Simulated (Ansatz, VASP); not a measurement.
## Two plane-wave programs on SnO2

The input INCAR:

```
SYSTEM = SnO2
PREC     = Accurate       ! precision mode
ENCUT    = 520            ! plane-wave cutoff, eV
EDIFF    = 1E-6           ! SCF threshold, eV
ISMEAR   = 0              ! smearing method
SIGMA    = 0.05           ! smearing width, eV
LREAL    = .FALSE.        ! projectors in reciprocal space
LASPH    = .TRUE.         ! aspherical terms in the spheres
NELM     = 150            ! most SCF steps
ALGO     = Normal         ! electronic algorithm
ISIF     = 2              ! what is computed and relaxed
LWAVE    = .FALSE.        ! write WAVECAR
LCHARG   = .FALSE.        ! write CHGCAR
LNONCOLLINEAR= .TRUE.         ! non-collinear magnetism
MAGMOM   = 0 0 0 0 0 0 0 0 0 0 0 0 0 0 0 0 0 0 ! initial moments
LORBIT   = 11             ! projections on sites
LSORBIT  = .TRUE.         ! spin-orbit coupling
GGA_COMPAT= .FALSE.      
LORBMOM  = .TRUE.       
GGA      = PS             ! functional
NBANDS   = 68             ! bands
```

Contents of KPOINTS:

```
Automatic mesh
0
G
  4 4 6
  0 0 0
```

The input POSCAR:

```
SnO2
1.0
    4.7415274591      0.0000000000      0.0000000000
    0.0000000000      4.7415274591      0.0000000000
    0.0000000000      0.0000000000      3.0535676381
Sn O
2 4
Direct
    0.0000000000      0.0000000000      0.0000000000
    0.5000000000      0.5000000000      0.5000000000
    0.3049600000      0.3049600000      0.0000000000
    0.8049600000      0.1950400000      0.5000000000
    0.1950400000      0.8049600000      0.5000000000
    0.6950400000      0.6950400000      0.0000000000
```

Input for Ansatz:

```yaml
crystal:
  lattice:
    - [4.7415274591, 0.0, 0.0]
    - [0.0, 4.7415274591, 0.0]
    - [0.0, 0.0, 3.0535676381]
  atoms:
    - { symbol: Sn, position: [0.0, 0.0, 0.0] }
    - { symbol: Sn, position: [0.5, 0.5, 0.5] }
    - { symbol: O, position: [0.30496, 0.30496, 0.0] }
    - { symbol: O, position: [0.80496, 0.19504, 0.5] }
    - { symbol: O, position: [0.19504, 0.80496, 0.5] }
    - { symbol: O, position: [0.69504, 0.69504, 0.0] }
basis:
  ecutwfc: 420
  ecutrho_ratio: 4
kpoints:
  mp_grid: { grid: [4, 4, 6] }
hamiltonian:
  xc: pbesol
scf:
  occupations: { method: gaussian, width: 0.05 }
output:
  forces: true
  stress: true
  eigenvalues: true
  populations: true
  topological_invariants: true
magnetization:
  noncollinear: true
  spin_orbit: true
```

Alike in both runs: task single point; functional PBEsol; k mesh 4 × 4 × 6; occupations gaussian, width 0.05 eV; non-collinear spin, spin-orbit coupling.

```csv
,VASP,Ansatz
version,VASP 6.6.1,Ansatz 0.2.0
potentials or method,"VASP PAW PBE potentials, release 64 (Sn_d, O), cutoff 520 eV","plane waves, PAW"
valence electrons in the cell,52,52
```

```tsv
	VASP	Ansatz	Ansatz less VASP
pressure (GPa)	17.2	16.4	-0.80
traceless stress, the component that is largest in VASP (GPa)	10.65	10.35	-0.295
rms of the force components (eV/Å)	0.151	0.137	-0.0138
```

VASP's potentials were made for PBE, not for PBEsol. Atom by atom the forces differ by 0.014 eV/Å (rms over components). With one functional, cell and mesh, what is left measures potentials, basis and numerics.
